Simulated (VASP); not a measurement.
# ZnSe (sol2) (I-4m2) in VASP: further runs, part 3 of 3

VASP 6.6.1.

## 4. Single point, PBEsol (strained cell)

INCAR

```
SYSTEM = ZnSe
  PREC = Accurate
  ENCUT = 500
  EDIFF = 1E-6
  ISMEAR = 0
  SIGMA = 0.02
  LREAL = .False.
  LASPH = .True.
  NELM = 120
  ALGO = Normal
  ISIF = 2
  LWAVE = .False.
  LCHARG = .False.
  GGA = PS
  NBANDS = 16
  GGA_COMPAT = .False.
```

KPOINTS

```
regular mesh
0
Gamma
  8 8 8
  0 0 0
```

POSCAR

```
ZnSe
1.0
    0.0000000000      2.8448691876      2.7830427661
    2.8448691876      0.0000000000      2.7830427661
    2.8448691876      2.8448691876      0.0000000000
Zn Se
1 1
Direct
    0.0000000000      0.0000000000      0.0000000000
    0.2500000000      0.2500000000      0.2500000000
```

Potentials or basis: VASP PAW PBE potentials, release 64 (Zn, Se).

Launch:

```
$ cat potpaw_PBE.64/Zn/POTCAR potpaw_PBE.64/Se/POTCAR > POTCAR
$ mpirun -np 1 vasp_std > vasp.out
```

OUTCAR:

```text
SYSTEM = ZnSe
   PREC = Accurate
   ENCUT = 500
   EDIFF = 1E-6
   ISMEAR = 0
   LREAL = .False.
   LASPH = .True.
   NELM = 120
   ISIF = 2
   GGA = PS

 ion  position               nearest neighbor table
   1  0.000  0.000  0.000-   2 2.45   2 2.45   2 2.45   2 2.45
   2  0.250  0.250  0.250-   1 2.45   1 2.45   1 2.45   1 2.45

  LATTYP: Found a body centered tetragonal cell.
 ALAT       =     4.0232525883
 C/A-ratio  =     1.3834790161

  Lattice vectors:

[... 645 lines left out ...]

  FORCE on cell =-STRESS in cart. coord.  units (eV):
  Direction    XX          YY          ZZ          XY          YZ          ZX
  --------------------------------------------------------------------------------------
  -------------------------------------------------------------------------------------
  Total       -0.1437520     -0.1437520      0.0691091      0.0000000      0.0000000      0.0000000
  in kB       -5.1126948     -5.1126948      2.4579415      0.0000000      0.0000000      0.0000000
  external PRESSURE =      -2.5891493 kB  Pullay stress =       0.0000000 kB

 VOLUME and BASIS-vectors are now :
 -----------------------------------------------------------------------------
  energy-cutoff  :      500.00
  volume of cell :       45.05
      direct lattice vectors                 reciprocal lattice vectors
     0.000000000  2.844869188  2.783042766    -0.175755006  0.175755006  0.179659474
     2.844869188  0.000000000  2.783042766     0.175755006 -0.175755006  0.179659474
     2.844869188  2.844869188  0.000000000     0.175755006  0.175755006 -0.179659474

 POSITION                                       TOTAL-FORCE (eV/Angst)
 -----------------------------------------------------------------------------------
      0.00000      0.00000      0.00000         0.000000     -0.000000     -0.000000
      1.42243      1.42243      1.39152        -0.000000      0.000000      0.000000
 -----------------------------------------------------------------------------------
    total drift:                               -0.000001     -0.000001      0.000001

  FREE ENERGIE OF THE ION-ELECTRON SYSTEM (eV)
  ---------------------------------------------------
  free  energy   TOTEN  =        -6.7714981187 eV

  energy  without entropy=       -6.7714981187  energy(sigma->0) =       -6.77149812
```

OSZICAR:

```text
N       E                     dE             d eps       ncg     rms          rms(c)
DAV:   1     0.855499143526E+02    0.85550E+02   -0.85713E+03  1896   0.126E+03
DAV:   2    -0.175681646952E+01   -0.87307E+02   -0.82187E+02  2160   0.248E+02
DAV:   3    -0.703502336138E+01   -0.52782E+01   -0.52579E+01  2304   0.605E+01
DAV:   4    -0.707621680633E+01   -0.41193E-01   -0.41189E-01  2296   0.568E+00
DAV:   5    -0.707640908292E+01   -0.19228E-03   -0.19228E-03  2416   0.357E-01    0.475E+00
DAV:   6    -0.679361558281E+01    0.28279E+00   -0.62912E-01  2528   0.272E+01    0.370E+00
DAV:   7    -0.677429748374E+01    0.19318E-01   -0.16507E-01  2264   0.382E+00    0.161E+00
DAV:   8    -0.677165256003E+01    0.26449E-02   -0.39312E-03  2520   0.669E-01    0.428E-01
DAV:   9    -0.677145279083E+01    0.19977E-03   -0.83975E-04  2256   0.301E-01    0.644E-02
DAV:  10    -0.677151009648E+01   -0.57306E-04   -0.20873E-04  2472   0.174E-01    0.218E-02
DAV:  11    -0.677149779167E+01    0.12305E-04   -0.37028E-05  2632   0.851E-02    0.400E-03
DAV:  12    -0.677149811873E+01   -0.32706E-06   -0.57363E-06  2344   0.160E-02
   1 F= -.67714981E+01 E0= -.67714981E+01  d E =-.371190E-12
```

stdout:

```text
POSCAR found type information on POSCAR ZnSe
 POSCAR found :  2 types and       2 ions
 scaLAPACK will be used
 -----------------------------------------------------------------------------
|                                                                             |
|                                                                             |
|     You enforced a specific xc type in the INCAR file but a different       |
|     I HOPE YOU KNOW WHAT YOU ARE DOING!                                     |
|                                                                             |
 -----------------------------------------------------------------------------

 LDA part: xc-table for (Slater+PW92), standard interpolation
 POSCAR, INCAR and KPOINTS ok, starting setup
 FFT: planning ... GRIDC
 FFT: planning ... GRID_SOFT
 FFT: planning ... GRID
 WAVECAR not read
 entering main loop
```

Wall time 66 s (1 thread of Intel Xeon 8259CL, shared host); peak memory 0.19 GiB.

Results:

| Property | Result |
| --- | --- |
| Free energy | -6.7715 eV |
| Pressure | -0.3 GPa |
| Band gap on the k mesh | 1.16 eV, direct |

Stress tensor (GPa, compression positive):
```
-0.51  0.00  0.00
 0.00 -0.51  0.00
 0.00  0.00  0.25
```

Caveat: the cell differs from its parent crystal (strained cell); the PAW data sets were made with another functional, which shifts forces and pressure a little.

## 5. Relaxation of the atoms, PBEsol (strained cell)

INCAR

```
PREC = Accurate
ENCUT = 450
EDIFF = 1E-7
ISMEAR = 0
SIGMA = 0.02
LREAL = F
LASPH = T
NELM = 120
ALGO = Normal
ISIF = 2
LWAVE = F
LCHARG = F
GGA = PS
IBRION = 2
NSW = 60
EDIFFG = -0.002
GGA_COMPAT = F
NELMIN = 4
```

KPOINTS

```
regular mesh
0
Gamma
  8 8 8
```

POSCAR is that of step 4.

Launch:

```
$ cat potpaw_PBE.64/Zn/POTCAR potpaw_PBE.64/Se/POTCAR > POTCAR
$ mpirun -np 1 vasp_std > vasp.out
```

Wall time 50 s (1 thread of Intel Xeon 8259CL, shared host); peak memory 0.17 GiB.

It converged, with:

```yaml
Free_energy: -6.7708 eV
Pressure_after_relaxing: -0.3 GPa
Band_gap_on_the_k_mesh: 1.16 eV, direct
```

Stress tensor (GPa, compression positive):
```
-0.60  0.00  0.00
 0.00 -0.60  0.00
 0.00  0.00  0.16
```

Final structure:
```
Zn Se
1.0
     0.00000    2.84487    2.78304
     2.84487    0.00000    2.78304
     2.84487    2.84487    0.00000
Zn Se
1 1
Cartesian
  0.0000 0.0000 0.0000
  1.4224 1.4224 1.3915
```

Levels at points of the mesh, in eV from the valence-band top:
```tsv
k point	band 6	band 7	band 8	band 9	band 10	band 11	band 12	band 13
(0.00, 0.00, 0.00)	-6.26	-0.08	-0.08	0.00	1.16	5.67	5.68	5.68
(0.50, 0.00, 0.00)	-6.10	-5.40	-1.01	-0.88	2.40	6.16	6.35	8.38
(0.50, 0.50, 0.00)	-6.07	-4.80	-2.38	-2.38	2.70	3.18	10.77	11.18
(0.50, 0.00, 0.50)	-6.09	-4.93	-2.28	-2.24	2.80	3.39	10.55	11.06
```

Caveat: the cell differs from its parent crystal (strained cell); the relaxation stopped at its first step, so nothing moved; the PAW data sets were made with another functional, which shifts forces and pressure a little.

## 6. Relaxation of the atoms, PBEsol (strained cell)

INCAR

```
PREC = Accurate
ENCUT = 450
EDIFF = 1E-7
ISMEAR = 0
SIGMA = 0.02
LREAL = False
LASPH = True
NELM = 120
ALGO = Normal
ISIF = 2
LWAVE = False
LCHARG = False
GGA = PS
IBRION = 2
NSW = 60
EDIFFG = -0.002
GGA_COMPAT = False
NELMIN = 4
```

KPOINTS

```
Automatic mesh
0
Gamma
  8 8 8
```

POSCAR

```
ZnSe
1.0
    0.0000000000      2.8448691876      2.7904342862
    2.8448691876      0.0000000000      2.7904342862
    2.8448691876      2.8448691876      0.0000000000
Zn Se
1 1
Direct
    0.0000000000      0.0000000000      0.0000000000
    0.2500000000      0.2500000000      0.2500000000
```

Potentials or basis: VASP PAW PBE potentials, release 64 (Zn, Se).

Launch:

```
$ cat potpaw_PBE.64/Zn/POTCAR potpaw_PBE.64/Se/POTCAR > POTCAR
$ mpirun -np 1 vasp_std > vasp.out
```

It took 43 s on 1 thread of Intel Xeon 8259CL, shared host; peak memory 0.18 GiB.

The run converged. Its results:

```
Free energy             : -6.7709 eV
Pressure after relaxing : -0.5 GPa
Band gap on the k mesh  : 1.15 eV, direct
```

Stress tensor (GPa, compression positive):
```
-0.74  0.00  0.00
 0.00 -0.74  0.00
 0.00  0.00 -0.07
```

Final structure:
```yaml
crystal:
  lattice:
    - [0.00000, 2.84487, 2.79043]
    - [2.84487, 0.00000, 2.79043]
    - [2.84487, 2.84487, 0.00000]
  atoms:
    - { symbol: Zn, position: [0.00000, 0.00000, 0.00000] }
    - { symbol: Se, position: [0.25000, 0.25000, 0.25000] }
```

Levels at points of the mesh, in eV from the valence-band top:
```csv
k point,band 5,band 6,band 7,band 8,band 9,band 10,band 11,band 12,band 13
"(0.00, 0.00, 0.00)",-6.25,-6.25,-0.07,-0.07,0.00,1.15,5.68,5.69,5.69
"(0.50, 0.00, 0.00)",-6.23,-6.09,-5.38,-0.99,-0.88,2.41,6.18,6.34,8.38
"(0.50, 0.50, 0.00)",-6.20,-6.06,-4.79,-2.35,-2.35,2.72,3.20,10.74,11.16
"(0.50, 0.00, 0.50)",-6.20,-6.08,-4.90,-2.26,-2.23,2.80,3.39,10.55,11.07
```

Caveat: the cell differs from its parent crystal (strained cell); the relaxation stopped at its first step, so nothing moved; the PAW data sets were made with another functional, which shifts forces and pressure a little.

## 7. Overview

| task | cell | cutoff (eV) | gap on the mesh (eV) | pressure (GPa) |
| --- | --- | --- | --- | --- |
| single point | a = 3.992, b = 3.992, c = 4.023 Å, angles 59.7, 59.7, 60.5°, 2 atoms | 500 | 1.15 | -0.6 |
| single point | a = 3.985, b = 3.985, c = 4.023 Å, angles 59.7, 59.7, 60.6°, 2 atoms | 500 | 1.15 | -0.4 |
| single point | a = 3.980, b = 3.980, c = 4.023 Å, angles 59.6, 59.6, 60.7°, 2 atoms | 500 | 1.16 | -0.3 |
| relaxation of the atoms | atoms relaxed from a = 3.980, b = 3.980, c = 4.023 Å, angles 59.6, 59.6, 60.7°, 2 atoms | 450 | 1.16 | -0.3 |
| relaxation of the atoms | atoms relaxed from a = 3.985, b = 3.985, c = 4.023 Å, angles 59.7, 59.7, 60.6°, 2 atoms | 450 | 1.15 | -0.5 |

Alike in all rows: level PBEsol; potentials or basis VASP PAW PBE potentials, release 64 (Zn, Se); no spin polarisation; k mesh 8 × 8 × 8; smearing gaussian 0.02 eV.

Caveats: the PAW data sets were made with another functional, which shifts forces and pressure a little; the relaxation stopped at its first step, so nothing moved (some runs).

Absolute energies hang on the potentials; compare differences alone.
